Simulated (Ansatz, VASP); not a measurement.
## Cs in VASP and in Ansatz

The input POSCAR:

```
Cs
1.0
    0.0000000000      4.0257737477      4.0257737477
    4.0257737477      0.0000000000      4.0257737477
    4.0257737477      4.0257737477      0.0000000000
Cs
1
Direct
    0.0000000000      0.0000000000      0.0000000000
```

File INCAR.step1:

```
SYSTEM = Cs
  ALGO = Normal
  EDIFF = 1E-4
  ENCUT = 520
  GGA = PE
  ISMEAR = -1
  LASPH = .TRUE.
  LCHARG = .FALSE.
  LREAL = .FALSE.
  LWAVE = .TRUE.
  NBANDS = 10
  NELM = 80
  PREC = Accurate
  SIGMA = 0.05
```

Contents of INCAR.step2:

```
SYSTEM = Cs
  ALGO = Normal
  EDIFF = 1E-7
  ENCUT = 520
  ISIF = 2
  ISMEAR = -1
  ISTART = 1
  LASPH = .TRUE.
  LCHARG = .TRUE.
  LELF = .TRUE.
  LMIXTAU = .TRUE.
  LREAL = .FALSE.
  LVHAR = .TRUE.
  LWAVE = .FALSE.
  METAGGA = R2SCAN
  NBANDS = 10
  NELM = 80
  PREC = Accurate
  SIGMA = 0.05
```

File KPOINTS:

```
k-points
0
G
  6 6 6
  0 0 0
```

The input input.yaml:

```yaml
crystal:
  lattice:
    - [0.0, 4.0257737477, 4.0257737477]
    - [4.0257737477, 0.0, 4.0257737477]
    - [4.0257737477, 4.0257737477, 0.0]
  atoms:
    - { symbol: Cs, position: [0.0, 0.0, 0.0] }
hamiltonian:
  xc: r2scan
  pseudopotentials: { kind: paw }
kpoints:
  mp_grid: { grid: [6, 6, 6] }
scf:
  occupations: { method: fermi_dirac, width: 0.05 }
output:
  forces: true
  stress: true
  eigenvalues: true
```

Alike in both runs: task single point; functional r2SCAN; k mesh 6 × 6 × 6; occupations fermi-dirac, width 0.05 eV; no spin polarisation.

|  | VASP | Ansatz |
| --- | --- | --- |
| version | VASP 6.6.1 | Ansatz 0.2.0 |
| potentials or method | VASP PAW PBE potentials, release 64 (Cs_sv) | Ansatz PAW |
| plane-wave cutoff (eV) | 520 | 500 |
| valence electrons in the cell | 9 | 9 |

|  | VASP | Ansatz | Ansatz less VASP |
| --- | --- | --- | --- |
| gap on the k mesh at the Fermi level (eV) | none | none | - |
| pressure (GPa) | -0.1 | -0.1 | 0.00 |

VASP's potentials were made for PBE, not for r2SCAN. A gap of «none» marks a metal or a gap that the smearing closes.

Spin-orbit coupling is off throughout.
